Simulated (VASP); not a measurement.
Runs of VASP 6.6.1 on Mg. The structure is that of space group Fm-3m (No. 225), or close to it. The cells are those of the table. 

| cell | k mesh | gap on the mesh (eV) | pressure (GPa) |
| --- | --- | --- | --- |
| a = 3.310 Å, angles 60.0°, 1 atom | 13 × 13 × 13 | none | (a) |
| a = 3.226 Å, angles 60.0°, 1 atom | 13 × 13 × 13 | none | -0.1 |
| a = 3.351 Å, angles 60.0°, 1 atom | 13 × 13 × 13 | none | -3.2 |
| a = 3.138 Å, angles 60.0°, 1 atom | 13 × 13 × 13 | none | (b) |
| a = 3.183 Å, angles 60.0°, 1 atom | 13 × 13 × 13 | none | 1.3 |
| a = 3.226 Å, angles 60.0°, 1 atom | 19 × 19 × 19 | none | -0.2 |
| a = 3.269 Å, angles 60.0°, 1 atom | 13 × 13 × 13 | none | -1.4 |
| a = 3.092 Å, angles 60.0°, 1 atom | 13 × 13 × 13 | none | (c) |

Alike in all rows: task single point; level revPBE; potentials or basis VASP PAW PBE potentials, release 64 (Mg); no spin polarisation; cutoff (eV) 520; smearing fermi-dirac 0.1 eV.

**Question.** Estimate the missing entries.

**Answer.** (a) -2.4; (b) 3.2; (c) 5.4.

Caveats: the PAW data sets were made with another functional, which shifts forces and pressure a little.

A gap of «none» marks levels without a gap at the run's occupations.
